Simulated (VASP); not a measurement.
# TiRuN2 (P6_3/mmc) in VASP: notebook

Runs on TiRuN2. Level: PBE. Tasks: single point, relaxation of cell and atoms.

Everything below comes from runs of VASP 6.6.1. Logs are shortened: lines on timing, memory, paths and dates and some standing lists are left out, and cuts for length are marked.

## (1) The cell of the first run

The structure is hexagonal, space group P6_3/mmc (No. 194). Conventional cell: a = 3.055 Å, b = 3.055 Å, c = 9.796 Å, α = 90.00°, β = 90.00°, γ = 120.00°. Ti (site symmetry -3m) has 6 N at 2.11 Å within 2.8 Å. Within 2.9 Å of Ru (site symmetry -6m2) lie 6 N at 2.19 Å. N (site symmetry 3m) has 3 Ti at 2.11 Å and 3 Ru at 2.19 Å and 10 N at 2.59 to 3.05 Å within 3.1 Å.

## (2) Single point, PBE, collinear spin, ferromagnetic start

Contents of INCAR:

```
SYSTEM = TiRuN2
PREC = Accurate ; ENCUT = 520
EDIFF = 1E-6 ; ISMEAR = 0
SIGMA = 0.15 ; LREAL = .FALSE.
LASPH = .TRUE. ; NELM = 150
ALGO = Normal ; ISIF = 2
LWAVE = .FALSE. ; LCHARG = .FALSE.
ISPIN = 2 ; MAGMOM = 1 1 1 1 0 0 0 0
LORBIT = 11 ; LMAXMIX = 4
GGA = PE ; NBANDS = 50
```

Contents of KPOINTS:

```
Automatic mesh
0
G
  5 5 1
  0 0 0
```

Contents of POSCAR:

```
TiRuN2
1.0
    3.0546428960      0.0000000000      0.0000000000
   -1.5273214480      2.6453983474      0.0000000000
    0.0000000000      0.0000000000      9.7964841412
Ti Ru N
2 2 4
Direct
    0.0000000000      0.0000000000      0.0000000000
    0.0000000000      0.0000000000      0.5000000000
    0.3333333333      0.6666666667      0.7500000000
    0.6666666667      0.3333333333      0.2500000000
    0.3333333333      0.6666666667      0.1179457909
    0.6666666667      0.3333333333      0.8820542091
    0.6666666667      0.3333333333      0.6179457909
    0.3333333333      0.6666666667      0.3820542091
```

Potentials or basis: VASP PAW PBE potentials, release 64 (Ti_sv, Ru_pv, N).

On the command line:

```sh
cat potpaw_PBE.64/Ti_sv/POTCAR potpaw_PBE.64/Ru_pv/POTCAR potpaw_PBE.64/N/POTCAR > POTCAR
mpirun -np 1 vasp_std > vasp.out
```

OUTCAR:

```text
SYSTEM = TiRuN2
   PREC = Accurate
   ENCUT = 520
   EDIFF = 1E-6
   ISMEAR = 0
   LREAL = .FALSE.
   LASPH = .TRUE.
   NELM = 150
   ISIF = 2
   ISPIN = 2
   LORBIT = 11
   GGA = PE

 ion  position               nearest neighbor table
   1  0.000  0.000  0.000-   5 2.11   6 2.11   5 2.11   6 2.11   6 2.11   5 2.11   3 3.02   4 3.02
                             3 3.02   4 3.02   3 3.02   4 3.02
   2  0.000  0.000  0.500-   7 2.11   8 2.11   8 2.11   7 2.11   7 2.11   8 2.11   3 3.02   4 3.02
                             3 3.02   4 3.02   3 3.02   4 3.02
   3  0.333  0.667  0.750-   6 2.19   7 2.19   6 2.19   7 2.19   6 2.19   7 2.19   1 3.02   2 3.02
                             1 3.02   2 3.02   1 3.02   2 3.02
   4  0.667  0.333  0.250-   5 2.19   8 2.19   5 2.19   8 2.19   5 2.19   8 2.19   1 3.02   2 3.02
                             1 3.02   2 3.02   1 3.02   2 3.02
   5  0.333  0.667  0.118-   1 2.11   1 2.11   1 2.11   4 2.19   4 2.19   4 2.19
   6  0.667  0.333  0.882-   1 2.11   1 2.11   1 2.11   3 2.19   3 2.19   3 2.19
   7  0.667  0.333  0.618-   2 2.11   2 2.11   2 2.11   3 2.19   3 2.19   3 2.19
   8  0.333  0.667  0.382-   2 2.11   2 2.11   2 2.11   4 2.19   4 2.19   4 2.19

  LATTYP: Found a hexagonal cell.
 ALAT       =     3.0546428960
 C/A-ratio  =     3.2070800008

  Lattice vectors:

 A1 = (   3.0546428960,   0.0000000000,   0.0000000000)
 A2 = (  -1.5273214480,   2.6453983474,   0.0000000000)
 A3 = (   0.0000000000,   0.0000000000,   9.7964841412)

Analysis of symmetry for initial positions (statically):
=====================================================================
 Subroutine PRICEL returns:
 Original cell was already a primitive cell.

 Routine SETGRP: Setting up the symmetry group for a
 hexagonal supercell.

 Subroutine GETGRP returns: Found 24 space group operations
 (whereof 12 operations were pure point group operations)
 out of a pool of 24 trial point group operations.

The static configuration has the point symmetry D_3d.
 The point group associated with its full space group is D_6h.

Analysis of symmetry for dynamics (positions and initial velocities):
=====================================================================
 Subroutine PRICEL returns:
 Original cell was already a primitive cell.

 Routine SETGRP: Setting up the symmetry group for a
 hexagonal supercell.

 Subroutine GETGRP returns: Found 24 space group operations
 (whereof 12 operations were pure point group operations)
 out of a pool of 24 trial point group operations.

The dynamic configuration has the point symmetry D_3d.
 The point group associated with its full space group is D_6h.

[... 150 lines left out ...]
  free energy    TOTEN  =       -69.63026013 eV

  energy without entropy =      -69.57000381  energy(sigma->0) =      -69.60013197

 E-fermi :  11.7179     XC(G=0): -13.2892

 val. band max:       11.7031709439   @ k =   0.4000   0.2000   0.0000
 cond. band min:      11.7325985765   @ k =   0.0000   0.0000   0.0000
 fundamental gap:      0.0294276326
 Fermi energy:        11.7178786685

 spin component 1

 k-point     1 :       0.0000    0.0000    0.0000
  band No.  band energies     occupation
      1     -46.2100      1.00000
      2     -46.2097      1.00000
      3     -32.1357      1.00000
      4     -32.1321      1.00000
      5     -31.7113      1.00000
      6     -31.7113      1.00000
[... 244 lines left out ...]
     47      15.0171      0.00000
     48      15.7655      0.00000
 Fermi energy:        11.7178786685

 spin component 2

 k-point     1 :       0.0000    0.0000    0.0000
  band No.  band energies     occupation
      1     -46.2101      1.00000
      2     -46.2098      1.00000
      3     -32.1357      1.00000
      4     -32.1320      1.00000
      5     -31.7113      1.00000
      6     -31.7113      1.00000
[... 244 lines left out ...]
     47      15.0170      0.00000
     48      15.7655      0.00000
 [bands above 48 left out]

------------------------ aborting loop because EDIFF is reached ----------------------------------------

  FORCE on cell =-STRESS in cart. coord.  units (eV):
  Direction    XX          YY          ZZ          XY          YZ          ZX
  --------------------------------------------------------------------------------------
  -------------------------------------------------------------------------------------
  Total        0.1056386      0.1056386     -0.0646497     -0.0000000      0.0000000      0.0000000
  in kB        2.1380178      2.1380178     -1.3084455     -0.0000000      0.0000000      0.0000000
  external PRESSURE =       0.9891967 kB  Pullay stress =       0.0000000 kB

 VOLUME and BASIS-vectors are now :
 -----------------------------------------------------------------------------
  energy-cutoff  :      520.00
  volume of cell :       79.16
      direct lattice vectors                 reciprocal lattice vectors
     3.054642896  0.000000000  0.000000000     0.327370509  0.189007452  0.000000000
    -1.527321448  2.645398347  0.000000000     0.000000000  0.378014903  0.000000000
     0.000000000  0.000000000  9.796484141     0.000000000  0.000000000  0.102077438

 POSITION                                       TOTAL-FORCE (eV/Angst)
 -----------------------------------------------------------------------------------
      0.00000      0.00000      0.00000         0.000000      0.000000      0.000000
      0.00000      0.00000      4.89824         0.000000      0.000000      0.000000
     -0.00000      1.76360      7.34736        -0.000000      0.000000      0.000000
      1.52732      0.88180      2.44912         0.000000     -0.000000     -0.000000
     -0.00000      1.76360      1.15545         0.000000      0.000000      0.036702
      1.52732      0.88180      8.64103        -0.000000      0.000000     -0.036702
      1.52732      0.88180      6.05370        -0.000000      0.000000      0.036702
     -0.00000      1.76360      3.74279         0.000000      0.000000     -0.036702
 -----------------------------------------------------------------------------------
    total drift:                               -0.000000      0.000000      0.000000

  FREE ENERGIE OF THE ION-ELECTRON SYSTEM (eV)
  ---------------------------------------------------
  free  energy   TOTEN  =       -69.6302601291 eV

  energy  without entropy=      -69.5700038126  energy(sigma->0) =      -69.60013197

 total charge

# of ion       s       p       d       tot
------------------------------------------
    1        2.183   6.207   1.991  10.381
    2        2.183   6.207   1.991  10.381
    3        0.269   6.252   6.010  12.531
    4        0.269   6.252   6.010  12.531
    5        1.251   2.423   0.000   3.674
    6        1.251   2.423   0.000   3.674
    7        1.251   2.423   0.000   3.674
    8        1.251   2.423   0.000   3.674
--------------------------------------------------
tot          9.909  34.610  16.003  60.522

 magnetization (x)

# of ion       s       p       d       tot
------------------------------------------
    1       -0.000  -0.000  -0.000  -0.000
    2       -0.000  -0.000  -0.000  -0.000
    3       -0.000   0.000   0.000   0.000
    4       -0.000   0.000   0.000   0.000
    5        0.000  -0.000   0.000  -0.000
    6        0.000  -0.000   0.000  -0.000
    7        0.000  -0.000   0.000  -0.000
    8        0.000  -0.000   0.000  -0.000
--------------------------------------------------
tot         -0.000  -0.000   0.000   0.000
```

stdout:

```text
POSCAR found type information on POSCAR TiRuN
 POSCAR found :  3 types and       8 ions
 scaLAPACK will be used
 LDA part: xc-table for (Slater+PW92), standard interpolation
 POSCAR, INCAR and KPOINTS ok, starting setup
 FFT: planning ... GRIDC
 FFT: planning ... GRID_SOFT
 FFT: planning ... GRID
 WAVECAR not read
 entering main loop
```

It took 76 s on 1 thread of AMD EPYC 7R43 (Zen 3), shared host; peak memory 0.21 GiB.

What came out:

```
Free energy                                           : -69.6303 eV
Pressure                                              : 0.1 GPa
Largest force                                         : 0.037 eV/Å
Band gap on the k mesh                                : zero (filled and empty bands overlap)
Net moment                                            : 0.00 μB per cell
Valence electrons inside the program's atomic spheres : Ti 10.38; Ru 12.53; N 3.67
```

Forces in eV/Å, atoms in the order of the input:
```
Ti   0.000  0.000  0.000
Ti   0.000  0.000  0.000
Ru   0.000  0.000  0.000
Ru   0.000  0.000  0.000
N    0.000  0.000  0.037
N    0.000  0.000 -0.037
N    0.000  0.000  0.037
N    0.000  0.000 -0.037
```

Caveat: the k points lie up to 0.64 Å⁻¹ apart, too coarse for converged energies and pressures of a metal.

## (3) Relaxation of cell and atoms, PBE, collinear spin, ferromagnetic start

This run uses another cell than the first one, of 11.40 Å³/atom.

Contents of INCAR:

```
SYSTEM = TiRuN2
  PREC = Accurate
  ENCUT = 600
  EDIFF = 1E-7
  ISMEAR = 0
  SIGMA = 0.15
  LREAL = .False.
  LASPH = .True.
  NELM = 150
  ALGO = Normal
  ISIF = 3
  LWAVE = .False.
  LCHARG = .False.
  ISPIN = 2
  MAGMOM = 1 1 1 1 0 0 0 0
  LORBIT = 11
  LMAXMIX = 4
  GGA = PE
  IBRION = 2
  NSW = 36
  EDIFFG = -0.08
```

Contents of KPOINTS:

```
Automatic mesh
0
Gamma
  5 5 1
  0 0 0
```

Contents of POSCAR:

```
TiRuN2
1.0
    3.0000000000      0.0000000000      0.0000000000
   -1.5000000000      2.5980762100      0.0000000000
    0.0000000000      0.0000000000     11.7000000000
Ti Ru N
2 2 4
Direct
    0.0000000000      0.0000000000      0.0000000000
    0.0000000000      0.0000000000      0.5000000000
    0.3333333300      0.6666666700      0.7500000000
    0.6666666700      0.3333333300      0.2500000000
    0.3333333300      0.6666666700      0.1180000000
    0.6666666700      0.3333333300      0.8820000000
    0.6666666700      0.3333333300      0.6180000000
    0.3333333300      0.6666666700      0.3820000000
```

Potentials or basis: VASP PAW PBE potentials, release 64 (Ti_sv, Ru_pv, N).

On the command line:

```sh
cat potpaw_PBE.64/Ti_sv/POTCAR potpaw_PBE.64/Ru_pv/POTCAR potpaw_PBE.64/N/POTCAR > POTCAR
mpirun -np 1 vasp_std > vasp.out
```

It took 14 min on 1 thread of AMD EPYC 7R43 (Zen 3), shared host; peak memory 0.26 GiB.

Results (log left out):

- Free energy: -69.6573 eV
- Relaxed volume: 9.89 Å³/atom
- Relaxed cell: a = 3.055 Å, b = 3.055 Å, c = 9.790 Å, α = 90.00°, β = 90.00°, γ = 120.00°
- Space group after relaxing (to 0.1 Å): P6_3/mmc (No. 194)
- Energy gained by relaxing: 299.3 meV/atom
- Ionic steps: 9
- Pressure after relaxing: 0.0 GPa
- Largest force after relaxing: 0.008 eV/Å
- Band gap on the k mesh: zero (filled and empty bands overlap)
- Net moment: 0.00 μB per cell
- Valence electrons inside the program's atomic spheres: Ti 10.38; Ru 12.53; N 3.65

Forces on the atoms (eV/Å):
```
Ti   0.000  0.000  0.000
Ti   0.000  0.000  0.000
Ru   0.000  0.000  0.000
Ru   0.000  0.000  0.000
N    0.000  0.000 -0.008
N    0.000  0.000  0.008
N    0.000  0.000 -0.008
N    0.000  0.000  0.008
```

The path:
| step | energy change (eV) | largest force (eV/Å) | pressure (GPa) | volume (Å³) |
| --- | --- | --- | --- | --- |
| 1 | 0.0000 | 0.9413 | -24.40 | 91.19 |
| 2 | -0.7644 | 1.2316 | 47.70 | 69.85 |
| 3 | -1.7028 | 0.3085 | 6.62 | 77.75 |
| 4 | -2.3115 | 0.3788 | 3.12 | 78.42 |
| 5 | -2.3825 | 0.2814 | 2.28 | 78.57 |
| 6 | -2.3831 | 0.2635 | 2.19 | 78.59 |
| 7 | -2.3849 | 0.0025 | -3.21 | 80.11 |
| 8 | -2.3923 | 0.1234 | -0.72 | 79.39 |
| 9 | -2.3946 | 0.0075 | 0.00 | 79.15 |

Final structure:
```cif
data_structure
_symmetry_space_group_name_H-M 'P 1'
_symmetry_Int_Tables_number 1
_cell_length_a 3.0555
_cell_length_b 3.0555
_cell_length_c 9.7897
_cell_angle_alpha 90.000
_cell_angle_beta 90.000
_cell_angle_gamma 120.000
_cell_volume 79.15
loop_
_atom_site_label
_atom_site_type_symbol
_atom_site_fract_x
_atom_site_fract_y
_atom_site_fract_z
_atom_site_occupancy
Ti1 Ti 0.00000 0.00000 0.00000 1
Ti2 Ti 0.00000 0.00000 0.50000 1
Ru1 Ru 0.33333 0.66667 0.75000 1
Ru2 Ru 0.66667 0.33333 0.25000 1
N1 N 0.33333 0.66667 0.11819 1
N2 N 0.66667 0.33333 0.88181 1
N3 N 0.66667 0.33333 0.61819 1
N4 N 0.33333 0.66667 0.38181 1
```

Levels at points of the mesh, in eV from the Fermi level:
Spin up:
```
           k point  band 32  band 33  band 34  band 35  band 36  band 37  band 38  band 39  band 40  band 41
(0.00, 0.00, 0.00)    -1.87    -1.87    -1.76    -1.71    -1.71     0.02     0.02     0.37     0.37     0.59
```
Spin down:
```
           k point  band 32  band 33  band 34  band 35  band 36  band 37  band 38  band 39  band 40  band 41
(0.00, 0.00, 0.00)    -1.87    -1.87    -1.76    -1.71    -1.71     0.02     0.02     0.37     0.37     0.59
```

Caveat: the k points lie up to 0.64 Å⁻¹ apart in the final cell, too coarse for converged energies and pressures of a metal; a cell axis changed by over 15 % at a fixed basis, so the end point is rough.

The gap in the log of VASP goes by the Fermi energy; the results here count the filled bands.